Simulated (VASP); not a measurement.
# C (R-3m) in VASP: a series of runs, part 2 of 2

VASP 6.6.1.

**4. Single point, PBE+D3(BJ) (atoms displaced along a vibrational mode, the cell strained)**

The input, INCAR:

```
SYSTEM = C
PREC     = Accurate       ! precision mode
ENCUT    = 520            ! plane-wave cutoff, eV
EDIFF    = 1E-6           ! SCF threshold, eV
ISMEAR   = 0              ! smearing method
SIGMA    = 0.05           ! smearing width, eV
LREAL    = .False.        ! projectors in reciprocal space
LASPH    = .True.         ! aspherical terms in the spheres
NELM     = 100            ! most SCF steps
ALGO     = Normal         ! electronic algorithm
ISIF     = 2              ! what is computed and relaxed
LWAVE    = .False.        ! write WAVECAR
LCHARG   = .True.         ! write CHGCAR
GGA      = PE             ! functional
IVDW     = 12             ! dispersion correction
LELF     = .True.         ! ELF
LVHAR    = .True.       
NBANDS   = 11             ! bands
```

The input, KPOINTS:

```
regular mesh
0
Gamma
  15 15 15
  0 0 0
```

The input, POSCAR:

```
C
1.0
    1.2530633577      0.7234564669      3.4170642636
   -1.2530633577      0.7234564669      3.4170642636
    0.0000000000     -1.4469129338      3.4170642636
C
2
Direct
    0.1609424319      0.1609424319      0.1609424319
    0.8390575681      0.8390575681      0.8390575681
```

Potentials or basis: VASP PAW PBE potentials, release 64 (C).

The run is started by

```bash
> cat potpaw_PBE.64/C/POTCAR > POTCAR
> mpirun -np 1 vasp_std > vasp.out
```

OUTCAR:

```text
SYSTEM = C
   PREC = Accurate
   ENCUT = 520
   EDIFF = 1E-6
   ISMEAR = 0
   LREAL = .False.
   LASPH = .True.
   NELM = 100
   ISIF = 2
   GGA = PE
   IVDW = 12
 IVDW          = 12

 ion  position               nearest neighbor table
   1  0.161  0.161  0.161-   2 1.45   2 1.45   2 1.45
   2  0.839  0.839  0.839-   1 1.45   1 1.45   1 1.45

  LATTYP: Found a trigonal (rhomboedric) cell.
 ALAT       =     3.7107795973
 COS(alpha) =     0.7719417768

  Lattice vectors:

 A1 = (   1.2530633577,   0.7234564669,   3.4170642636)
 A2 = (  -1.2530633577,   0.7234564669,   3.4170642636)
 A3 = (   0.0000000000,  -1.4469129338,   3.4170642636)

Analysis of symmetry for initial positions (statically):
=====================================================================
 Subroutine PRICEL returns:
 Original cell was already a primitive cell.

 Routine SETGRP: Setting up the symmetry group for a
 trigonal (rhombohedral) supercell.

 Subroutine GETGRP returns: Found 12 space group operations
 (whereof 12 operations were pure point group operations)
 out of a pool of 12 trial point group operations.

The static configuration has the point symmetry D_3d.

Analysis of symmetry for dynamics (positions and initial velocities):
=====================================================================
 Subroutine PRICEL returns:
 Original cell was already a primitive cell.

 Routine SETGRP: Setting up the symmetry group for a
 trigonal (rhombohedral) supercell.

 Subroutine GETGRP returns: Found 12 space group operations
 (whereof 12 operations were pure point group operations)
 out of a pool of 12 trial point group operations.

The dynamic configuration has the point symmetry D_3d.

 Subroutine INISYM returns: Found 12 space group operations
 (whereof 12 operations are pure point group operations),
 and found     1 'primitive' translations

[... 120 lines left out ...]
   LHFCALC =     F    Hartree Fock is set to
   AEXX    =    0.0000 exact exchange contribution
   IVDW    =    12    specifies the selected vdW correction
   LEPSILON=     F    determine dielectric tensor
   LRPA    =     F    only Hartree local field effects (RPA)
 non-spin polarized calculation
 Gauss-broadening in eV      SIGMA  =   0.05
  energy-cutoff  :      520.00
  volume of cell :       18.59
 maximum number of plane-waves:       517
   NGX = 13   NGY = 13   NGZ = 13

 number of electron       8.0000000 magnetization

 Free energy of the ion-electron system (eV)
  ---------------------------------------------------
  ext. energy  EPLUGINS =         0.00000000
  ---------------------------------------------------
  free energy    TOTEN  =       -18.28555524 eV

  energy without entropy =      -18.28555524  energy(sigma->0) =      -18.28555524

 E-fermi :   4.0881     XC(G=0): -10.1144

 val. band max:        3.8060739101   @ k =  -0.3333   0.3333   0.0000
 cond. band min:       4.5943357274   @ k =  -0.3333   0.3333   0.0000
 fundamental gap:      0.7882618173
 Fermi energy:         4.0880804918

 k-point     1 :       0.0000    0.0000    0.0000
  band No.  band energies     occupation
      1     -14.9858      2.00000
      2      -2.0236      2.00000
      3       1.3170      2.00000
      4       1.3170      2.00000
      5       8.2332      0.00000
      6      12.2511      0.00000
      7      12.2511      0.00000
      8      15.2161      0.00000
      9      15.7149      0.00000
     10      26.3080      0.00000
     11      29.2905      0.00000
[... 309 lines left out ...]
 k-point    24 :       0.2000    0.1333    0.0000
  band No.  band energies     occupation
      1     -14.2377      2.00000
      2      -1.5143      2.00000
      3      -1.0081      2.00000
      4      -0.0190      2.00000
      5       9.4791      0.00000
      6      12.4527      0.00000
      7      13.3109      0.00000
      8      14.3596      0.00000
      9      17.4492      0.00000
     10      24.7054      0.00000
     11      28.1076      0.00000

 [... further k-points ...]

------------------------ aborting loop because EDIFF is reached ----------------------------------------

 Edisp (eV)   -0.30267

 E8    (eV) :    -0.0856

  FORCE on cell =-STRESS in cart. coord.  units (eV):
  Direction    XX          YY          ZZ          XY          YZ          ZX
  --------------------------------------------------------------------------------------
  -------------------------------------------------------------------------------------
  Total      -2.17377    -2.17377    -0.31303    -0.00000     0.00000     0.00000
  in kB    -187.38445  -187.38445   -26.98398    -0.00000     0.00000     0.00000
  external pressure =     -133.92 kB  Pullay stress =        0.00 kB

 VOLUME and BASIS-vectors are now :
 -----------------------------------------------------------------------------
  energy-cutoff  :      520.00
  volume of cell :       18.59
      direct lattice vectors                 reciprocal lattice vectors
     1.253063358  0.723456467  3.417064264     0.399022122  0.230375530  0.097549624
    -1.253063358  0.723456467  3.417064264    -0.399022122  0.230375530  0.097549624
     0.000000000 -1.446912934  3.417064264     0.000000000 -0.460751059  0.097549624

 POSITION                                       TOTAL-FORCE (eV/Angst)
 -----------------------------------------------------------------------------------
      0.00000      0.00000      1.64985         0.000000     -0.000000      1.916920
      0.00000      0.00000      8.60134         0.000000      0.000000     -1.916920
 -----------------------------------------------------------------------------------
    total drift:                                0.000000     -0.000000     -0.000000

  FREE ENERGIE OF THE ION-ELECTRON SYSTEM (eV)
  ---------------------------------------------------
  free  energy   TOTEN  =       -18.5882220427 eV

  energy  without entropy=      -18.5882220427  energy(sigma->0) =      -18.58822204
```

It took 2.5 min on 1 thread of Intel Xeon 8259CL, shared host; peak memory 0.2 GiB.

What came out:

```yaml
Free_energy: -18.5882 eV
Pressure: -13.4 GPa
Largest_force: 1.917 eV/Å
Dispersion_energy_per_atom: -0.151 eV
```

Forces in eV/Å, atoms in the order of the input:
```
C    0.000  0.000  1.917
C    0.000  0.000 -1.917
```

Caveat: the cell differs from its parent crystal (atoms displaced along a vibrational mode, the cell strained); the stress differs along the axes, from -19 to -3 GPa; forces of over 1 eV/Å act on the atoms, so gaps and moduli don't describe the material at rest.

**5. Single point, PBE+D3(BJ)**

The input, INCAR:

```
  PREC = Accurate
  ENCUT = 520
  EDIFF = 1E-7
  ISMEAR = 0
  SIGMA = 0.05
  LREAL = False
  LASPH = True
  NELM = 100
  ALGO = Normal
  ISIF = 2
  LWAVE = False
  LCHARG = True
  GGA = PE
  IVDW = 12
  LELF = True
  LVHAR = True
  NBANDS = 11
```

The input, KPOINTS:

```
Automatic mesh
0
Gamma
  15 15 15
```

The input, POSCAR:

```
C
1.0
    1.2530633577      0.7234564669      3.4170642636
   -1.2530633577      0.7234564669      3.4170642636
    0.0000000000     -1.4469129338      3.4170642636
C
2
Direct
    0.1665956179      0.1665956179      0.1665956179
    0.8334043821      0.8334043821      0.8334043821
```

The run is started by

```bash
> cat potpaw_PBE.64/C/POTCAR > POTCAR
> mpirun -np 1 vasp_std > vasp.out
```

It took 3.4 min on 1 thread of Intel Xeon 8259CL, shared host; peak memory 0.2 GiB.

Results (log left out):

```yaml
Free_energy: -18.6996 eV
Pressure: -12.8 GPa
Largest_force: 0.004 eV/Å
Dispersion_energy_per_atom: -0.151 eV
```

Forces on the atoms (eV/Å):
```
C    0.000  0.000  0.004
C    0.000  0.000 -0.004
```

Stress tensor (GPa, compression positive):
```
-18.96   0.00   0.00
  0.00 -18.96   0.00
  0.00   0.00  -0.46
```

Caveat: the stress differs along the axes, from -19 to -0 GPa.

**6. The runs side by side**

```tsv
cell	pressure (GPa)	largest force (eV/Å)
as given, atomic positions A	-13.3	1.92
as given, atomic positions B	-14.4	3.19
as given, atomic positions C	-13.4	1.92
as given, atomic positions D	-12.8	-
```

Alike in all rows: task single point; level PBE+D3(BJ); potentials or basis VASP PAW PBE potentials, release 64 (C); no spin polarisation; k mesh 15 × 15 × 15; cutoff (eV) 520; smearing gaussian 0.05 eV.

Caveats: forces of over 1 eV/Å act on the atoms, so gaps and moduli don't describe the material at rest (at least some runs); the stress differs along the axes, from -19 to -2 GPa (at least some runs); the stress differs along the axes, from -18 to -7 GPa (at least some runs); the stress differs along the axes, from -19 to -3 GPa (at least some runs); the stress differs along the axes, from -19 to -0 GPa (at least some runs).

Absolute energies hang on the potentials; compare differences alone.
